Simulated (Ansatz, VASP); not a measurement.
One calculation of Os, two programs

The input INCAR:

```
PREC = Accurate ; ENCUT = 520
EDIFF = 1E-7 ; ISMEAR = -1
SIGMA = 0.05 ; LREAL = F
LASPH = T ; NELM = 80
ALGO = Normal ; ISIF = 2
LWAVE = F ; LCHARG = F
GGA = PS ; NBANDS = 15
```

File KPOINTS:

```
regular mesh
0
Gamma
  15 15 9
```

The input POSCAR:

```
Os
1.0
    2.7340999755      0.0000000000      0.0000000000
   -1.3670499878      2.3678000353      0.0000000000
    0.0000000000      0.0000000000      4.1901090000
Os
2
Direct
    0.3333333333      0.6666666667      0.2500000000
    0.6666666667      0.3333333333      0.7500000000
```

Input for Ansatz:

```yaml
crystal:
  lattice:
    - [2.7340999755, 0.0, 0.0]
    - [-1.3670499878, 2.3678000353, 0.0]
    - [0.0, 0.0, 4.190109]
  atoms:
    - { symbol: Os, position: [0.3333333333, 0.6666666667, 0.25] }
    - { symbol: Os, position: [0.6666666667, 0.3333333333, 0.75] }
kpoints:
  mp_grid: { grid: [15, 15, 9] }
  band_path:
    path:
      - [0.0, 0.0, 0.0]
      - [0.5, 0.0, 0.0]
      - [0.3333333333, 0.3333333333, 0.0]
      - [0.0, 0.0, 0.0]
      - [0.0, 0.0, 0.5]
      - [0.5, 0.0, 0.5]
      - [0.3333333333, 0.3333333333, 0.5]
      - [0.0, 0.0, 0.5]
      - [0.5, 0.0, 0.5]
    npoints: 5
scf:
  occupations: { method: fermi_dirac, width: 0.05 }
hamiltonian:
  xc: pbesol
  pseudopotentials: { kind: all_electron, lapw: { basis_error: 0.0005 } }
output:
  forces: true
  stress: true
  eigenvalues: true
```

Change from the starting cell: zz strain of -3 %.

Alike in both runs: task single point; functional PBEsol; k mesh 15 × 15 × 9; occupations fermi-dirac, width 0.05 eV; no spin polarisation.

```csv
,VASP,Ansatz
version,VASP 6.6.1,Ansatz 0.2.0
potentials or method,"VASP PAW PBE potentials, release 64 (Os), cutoff 520 eV","all-electron LAPW, scalar-relativistic"
```

```tsv
	VASP	Ansatz	Ansatz less VASP
pressure (GPa)	12.9	12.1	-0.89
traceless stress, the component that is largest in VASP (GPa)	14.24	14.30	+0.059
```

VASP's potentials were made for PBE, not for PBEsol. Ansatz ran all-electron here, and VASP with PAW potentials.

Spin-orbit coupling is off throughout.
